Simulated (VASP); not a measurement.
# Y (P2_1/m) in VASP: single point with PBEsol

Aim: the single point of Y with PBEsol.

Program: VASP 6.6.1. These are calculated values, not measurements. Logs are shortened: lines on timing, memory, paths and dates and some standing lists are left out, and cuts for length are marked.

### Step 1. The cell of the first run

It takes space group P2_1/m (No. 11, monoclinic). The conventional cell has a = 3.651 Å, b = 5.747 Å, c = 3.651 Å, α = 90.00°, β = 120.00°, γ = 90.00°. Y (site symmetry m) has 12 Y at 3.52 to 3.65 Å within 4.6 Å.

### Step 2. Single point, PBEsol (atom 1 (Y) moved by (+0.100, +0.000) A along [1 1 0] and z)

The input, INCAR:

```
SYSTEM = Y
  PREC = Accurate
  ENCUT = 520
  EDIFF = 1E-6
  ISMEAR = 0
  SIGMA = 0.15
  LREAL = .FALSE.
  LASPH = .TRUE.
  NELM = 60
  ALGO = Fast
  ISIF = 2
  LWAVE = .FALSE.
  LCHARG = .FALSE.
  GGA = PS
  NBANDS = 18
```

The input, KPOINTS:

```
regular mesh
0
G
  18 18 8
  0 0 0
```

The input, POSCAR:

```
Y
1.0
    3.6514992371      0.0000000000      0.0000000000
   -1.8257496185      3.1622911012      0.0000000000
    0.0000000000      0.0000000000      5.7474000000
Y
2
Direct
    0.3638784601      0.6890272514      0.2500000000
    0.6666666667      0.3333333333      0.7500000000
```

Potentials or basis: VASP PAW PBE potentials, release 64 (Y_sv).

Launch:

```console
$ cat potpaw_PBE.64/Y_sv/POTCAR > POTCAR
$ mpirun -np 1 vasp_std > vasp.out
```

OUTCAR:

```text
SYSTEM = Y
   PREC = Accurate
   ENCUT = 520
   EDIFF = 1E-6
   ISMEAR = 0
   LREAL = .FALSE.
   LASPH = .TRUE.
   NELM = 60
   ISIF = 2
   GGA = PS

 ion  position               nearest neighbor table
   1  0.364  0.689  0.250-   2 3.52   2 3.52   2 3.55   2 3.55   2 3.62   2 3.62
   2  0.667  0.333  0.750-   1 3.52   1 3.52   1 3.55   1 3.55   1 3.62   1 3.62

  LATTYP: Found a hexagonal cell.
 ALAT       =     3.6514992371
 C/A-ratio  =     1.5739836234

  Lattice vectors:

 A1 = (   3.6514992371,   0.0000000000,   0.0000000000)
 A2 = (  -1.8257496185,   3.1622911012,   0.0000000000)
 A3 = (   0.0000000000,   0.0000000000,   5.7474000000)

Analysis of symmetry for initial positions (statically):
=====================================================================
 Subroutine PRICEL returns:
 Original cell was already a primitive cell.

 Routine SETGRP: Setting up the symmetry group for a
 hexagonal supercell.

 Subroutine GETGRP returns: Found  4 space group operations
 (whereof  1 operations were pure point group operations)
 out of a pool of 24 trial point group operations.

The static configuration has the point symmetry C_1 .
 The point group associated with its full space group is C_2h.

Analysis of symmetry for dynamics (positions and initial velocities):
=====================================================================
 Subroutine PRICEL returns:
 Original cell was already a primitive cell.

 Routine SETGRP: Setting up the symmetry group for a
 hexagonal supercell.

 Subroutine GETGRP returns: Found  4 space group operations
 (whereof  1 operations were pure point group operations)
 out of a pool of 24 trial point group operations.

The dynamic configuration has the point symmetry C_1 .
 The point group associated with its full space group is C_2h.

 Subroutine INISYM returns: Found  4 space group operations
 (whereof  1 operations are pure point group operations),
 and found     1 'primitive' translations

----------------------------------------------------------------------------------------

                                     Primitive cell

  volume of cell :      66.3658

  direct lattice vectors                    reciprocal lattice vectors
     3.651499237  0.000000000  0.000000000     0.273860115  0.158113211  0.000000000
[... 76 lines left out ...]
 SYSTEM =  Y
   PREC   = accura    normal or accurate (medium, high low for compatibility)
   ISTART =      0    job   : 0-new  1-cont  2-samecut
   ICHARG =      2    charge: 1-file 2-atom 10-const
   ISPIN  =      1    spin polarized calculation?
   LNONCOLLINEAR =      F non collinear calculations
   LSORBIT =      F    spin-orbit coupling
   LASPH  =      T    aspherical Exc in radial PAW
   ENCUT  =  520.0 eV  38.22 Ry    6.18 a.u.   6.79  6.79 10.69*2*pi/ulx,y,z
   NELM   =     60;   NELMIN=  2; NELMDL= -5     # of ELM steps
   EDIFF  = 0.1E-05   stopping-criterion for ELM
   LREAL  =      F    real-space projection
   EDIFFG = 0.1E-04   stopping-criterion for IOM
   NSW    =      0    number of steps for IOM
   IBRION =     -1    ionic relax: 0-MD 1-quasi-New 2-CG
   NFREE  =      0    steps in history (QN), initial steepest desc. (CG)
   ISIF   =      2    stress and relaxation
   ISYM   =      2    0-nonsym 1-usesym 2-fastsym
   POTIM  = 0.5000    time-step for ionic-motion
   TEBEG  =    0.0;   TEEND  =   0.0 temperature during run
   PSTRESS=    0.0 pullay stress
   NELECT =      22.0000    total number of electrons
   NUPDOWN=      -1.0000    fix difference up-down
   EMIN   =  10.00;   EMAX   =-10.00  energy-range for DOS
   EFERMI =   0.00;   METHOD = LEGACY
   ISMEAR =     0;   SIGMA  =   0.15  broadening in eV -4-tet -1-fermi 0-gaus
   EFERMI_NEDOS =   21; number of points for ismear=-14 and -15
   IALGO  =     68    algorithm
   IMIX   =      4    mixing-type and parameters
     AMIX     =   0.40;   BMIX     =  1.00
     AMIX_MAG =   1.60;   BMIX_MAG =  1.00
  volume/ion in A,a.u.               =      33.18       223.93
  Fermi-wavevector in a.u.,A,eV,Ry     =   1.133011  2.141081 17.465997  1.283715
  Thomas-Fermi vector in A             =   2.269713
   LORBIT       =      0    0 simple, 1 ext, 2 COOP (PROOUT), +10 PAW based schemes
   GGA     = PS    functional components
   LHFCALC =     F    Hartree Fock is set to
   AEXX    =    0.0000 exact exchange contribution
   IVDW    =     0    specifies the selected vdW correction
   LEPSILON=     F    determine dielectric tensor
   LRPA    =     F    only Hartree local field effects (RPA)
 non-spin polarized calculation
 RMM-DIIS sequential band-by-band and
 Gauss-broadening in eV      SIGMA  =   0.15
  energy-cutoff  :      520.00
  volume of cell :       66.37
 maximum number of plane-waves:      1818
   NGX = 13   NGY = 13   NGZ = 21

 number of electron      22.0000001 magnetization

 Free energy of the ion-electron system (eV)
  ---------------------------------------------------
  ext. energy  EPLUGINS =         0.00000000
  ---------------------------------------------------
  free energy    TOTEN  =       -13.62405664 eV

  energy without entropy =      -13.57852856  energy(sigma->0) =      -13.60129260

 E-fermi :   2.8345     XC(G=0):  -9.4936

 val. band max:        2.8333339000   @ k =   0.2222  -0.0556  -0.2500
 cond. band min:       2.8354872936   @ k =  -0.2222   0.4444   0.3750
 fundamental gap:      0.0021533936
 Fermi energy:         2.8345045903

 k-point     1 :       0.0000    0.0000    0.0000
  band No.  band energies     occupation
      1     -39.7879      2.00000
      2     -39.7175      2.00000
      3     -20.0743      2.00000
      4     -19.6191      2.00000
      5     -19.5976      2.00000
      6     -19.5287      2.00000
[... 481 lines left out ...]
      5     -19.8203      2.00000
      6     -19.7153      2.00000
[... 10 lines left out ...]
     17       7.8883      0.00000
     18       7.9551      0.00000

 [... further k-points ...]
[... 5 lines left out ...]
  --------------------------------------------------------------------------------------
  -------------------------------------------------------------------------------------
  Total       -0.9709916     -0.7959137     -1.1463911     -0.0891377      0.0000000      0.0000000
  in kB      -23.4412930    -19.2146316    -27.6757182     -2.1519258      0.0000000      0.0000000
  external PRESSURE =     -23.4438809 kB  Pullay stress =       0.0000000 kB

 VOLUME and BASIS-vectors are now :
 -----------------------------------------------------------------------------
  energy-cutoff  :      520.00
  volume of cell :       66.37
      direct lattice vectors                 reciprocal lattice vectors
     3.651499237  0.000000000  0.000000000     0.273860115  0.158113211  0.000000000
    -1.825749618  3.162291101  0.000000000     0.000000000  0.316226422  0.000000000
     0.000000000  0.000000000  5.747400000     0.000000000  0.000000000  0.173991718

 POSITION                                       TOTAL-FORCE (eV/Angst)
 -----------------------------------------------------------------------------------
      0.07071      2.17890      1.43685        -0.078022     -0.083466      0.000000
      1.82575      1.05410      4.31055         0.078022      0.083466     -0.000000
 -----------------------------------------------------------------------------------
    total drift:                                0.000000     -0.000000     -0.000000

  FREE ENERGIE OF THE ION-ELECTRON SYSTEM (eV)
  ---------------------------------------------------
  free  energy   TOTEN  =       -13.6240566372 eV

  energy  without entropy=      -13.5785285584  energy(sigma->0) =      -13.60129260
```

stdout:

```text
POSCAR found type information on POSCAR Y
 POSCAR found :  1 types and       2 ions
 scaLAPACK will be used
 -----------------------------------------------------------------------------
|                                                                             |
|                                                                             |
[... 31 lines left out ...]
WARNING in EDDRMM: call to ZHEGV failed, returncode =   6  3      9
WARNING in EDDRMM: call to ZHEGV failed, returncode =   6  3     14
WARNING in EDDRMM: call to ZHEGV failed, returncode =   6  3      9
WARNING in EDDRMM: call to ZHEGV failed, returncode =   8  4     18
WARNING in EDDRMM: call to ZHEGV failed, returncode =   6  3     16
WARNING in EDDRMM: call to ZHEGV failed, returncode =   8  4      3
WARNING in EDDRMM: call to ZHEGV failed, returncode =   6  3      5
WARNING in EDDRMM: call to ZHEGV failed, returncode =   8  4     15
```

Run time: 41 min. Hardware: 1 thread of AMD EPYC 7R13 (Zen 3), shared host; peak memory 0.89 GiB.

What came out:

```
Free energy            : -13.6241 eV
Pressure               : -2.3 GPa
Largest force          : 0.114 eV/Å
Band gap on the k mesh : zero (band 11 reaches 3.76 eV, above the bottom of band 12 at 2.36 eV)
```

Forces in eV/Å, atoms in the order of the input:
```
Y   -0.078 -0.083  0.000
Y    0.078  0.083  0.000
```

Stress tensor (GPa, compression positive):
```
-2.34 -0.22  0.00
-0.22 -1.92  0.00
 0.00  0.00 -2.77
```

Levels at points of the mesh, in eV from the Fermi level:
```tsv
k point	band 8	band 9	band 10	band 11	band 12	band 13	band 14	band 15
(0.00, 0.00, 0.00)	-22.33	-4.68	-1.86	0.85	1.70	1.78	1.94	2.31
(0.50, 0.00, 0.00)	-22.41	-1.75	-1.16	-0.90	-0.09	1.43	1.60	2.11
(0.00, 0.50, 0.00)	-22.41	-1.62	-1.18	-0.72	-0.11	1.20	1.51	1.94
(0.50, 0.50, 0.00)	-22.41	-1.65	-1.17	-0.77	-0.10	1.30	1.50	1.98
(0.00, 0.00, 0.50)	-22.40	-3.26	-3.26	0.93	0.93	1.64	1.64	1.70
(0.50, 0.00, 0.50)	-22.48	-1.60	-1.60	0.00	0.00	1.42	1.42	2.74
(0.00, 0.50, 0.50)	-22.46	-1.67	-1.67	0.10	0.10	1.31	1.31	2.78
(0.50, 0.50, 0.50)	-22.46	-1.65	-1.65	0.07	0.07	1.34	1.34	2.78
```

Caveat: the cell differs from its parent crystal (atom 1 (Y) moved by (+0.100, +0.000) A along [1 1 0] and z); the PAW data sets were made with another functional, which shifts forces and pressure a little.
